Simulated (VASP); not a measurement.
The system is HfN.

```xyz
2
Lattice="0.0000 2.4548 2.4548 2.4548 0.0000 2.4548 2.4548 2.4548 0.0000" Properties=species:S:1:pos:R:3 pbc="T T T"
Hf    0.0000    0.0000    0.0000
N     3.6822    3.6822    3.6822
```

Program: VASP 6.6.1. Alike in all runs: task single point; no spin polarisation; cell as given; k mesh 12 × 12 × 12; cutoff (eV) 520; smearing fermi-dirac 0.1 eV.

Question: Order these runs on this cell by their pressure, lowest first.
A. level PBEsol; potentials or basis VASP PAW PBE potentials, release 64 (Hf_pv, N)
B. level LDA; potentials or basis VASP PAW LDA potentials, release 64 (Hf_pv, N)
C. level BLYP; potentials or basis VASP PAW PBE potentials, release 64 (Hf_pv, N)

Answer: B (-9.8 GPa), A (-5.8 GPa), C (5.8 GPa).

Caveats: the PAW data sets were made with another functional, which shifts forces and pressure a little (some runs).
